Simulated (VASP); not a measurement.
Wanted: the native input for a VASP 6.6.1 run.

```yaml
Task: single point
Functional: PBE
Potentials_or_basis: VASP PAW PBE potentials, release 64 (Ga_d, N, H)
Cutoff: 520 eV
k_mesh: 3 × 3 × 3
Occupations: gaussian, width 0.02 eV
Spin: collinear spin
Starting_moments: "[0.0, 0.0, 0.0, 0.0, 0.0, 0.0, 0.0, 0.0, 0.0, 0.0, 0.0, 0.0, 0.0, 0.0, 0.0, 0.0, 0.41] μB"
Dipole_correction: no
Further_INCAR_settings: LREAL = Auto; ALGO = Normal; EDIFF = 1e-06; NBANDS = 90
```

The structure of Ga8HN8 (a cell with a defect) lies in POSCAR:

```
Ga8HN8
1.0
    0.0000000000      4.5484769755     -4.5484769755
    4.5484769755      4.5484769755      0.0000000000
    4.5484769755      0.0000000000     -4.5484769755
Ga N H
8 8 1
Direct
    0.0046634291     -0.0034148793      0.5007899374
    0.0031850222      0.4984070519      0.5011301612
    0.5046484818     -0.0007046315      0.5046388082
    0.5010532124      0.5001540103      0.5010437587
    0.0032920910     -0.0038481013      1.0032826426
    0.0002275487      0.4961717982      1.0002181004
    0.5007995011     -0.0034149893      1.0046538709
    0.5011398348      0.4984070519      1.0031753540
    0.1278829162      0.1212949968      0.1278732427
    0.1263093126      0.6218375987      0.1262998589
    0.6212745530      0.1169600292      0.1355231660
    0.6254268221      0.6235820287      0.1280238425
    0.1355327296      0.1169599193      0.6212649894
    0.1280334062      0.6235819188      0.6254172584
    0.6290225311      0.1244564946      0.6290128576
    0.6220064464      0.6301041020      0.6219969927
    0.8409433577      0.3316759672      0.8409336841
```

These files were run (other wordings do the same):

INCAR

```
SYSTEM = Ga8HN8
PREC = Accurate ; ENCUT = 520
EDIFF = 1E-6 ; ISMEAR = 0
SIGMA = 0.02 ; LREAL = Auto
LASPH = .True. ; NELM = 150
ALGO = Normal ; ISIF = 2
LWAVE = .False. ; LCHARG = .True.
ISPIN = 2 ; MAGMOM = 0 0 0 0 0 0 0 0 0 0 0 0 0 0 0 0 0.41
LORBIT = 11 ; GGA = PE
LELF = .True. ; LVHAR = .True.
NBANDS = 90
```

KPOINTS

```
Automatic mesh
0
Gamma
  3 3 3
  0 0 0
```

Potentials or basis: VASP PAW PBE potentials, release 64 (Ga_d, N, H).

The run is started by

```sh
$ cat potpaw_PBE.64/Ga_d/POTCAR potpaw_PBE.64/N/POTCAR potpaw_PBE.64/H/POTCAR > POTCAR
$ mpirun -np 1 vasp_std > vasp.out
```

It gave:

The pressure is 3.3 GPa. The largest force is 0.470 eV/Å and the net moment is 0.78 μB per cell. The site moments are Ga +0.01, +0.02, +0.00 (each value once); N +0.01, +0.00, +0.09, -0.00, +0.08 (each value once); H +0.18 μB and the valence electrons inside the program's atomic spheres are Ga 11.83, 11.81, 11.88, 11.80 (each value once); N 3.73, 3.72 (each value once); H 0.53.

Caveat: the k points lie up to 0.40 Å⁻¹ apart.

Run time: 8.9 min on 1 thread of Intel(R) Xeon(R) Platinum 8488C (Sapphire Rapids) (shared host), peak memory 0.53 GiB.
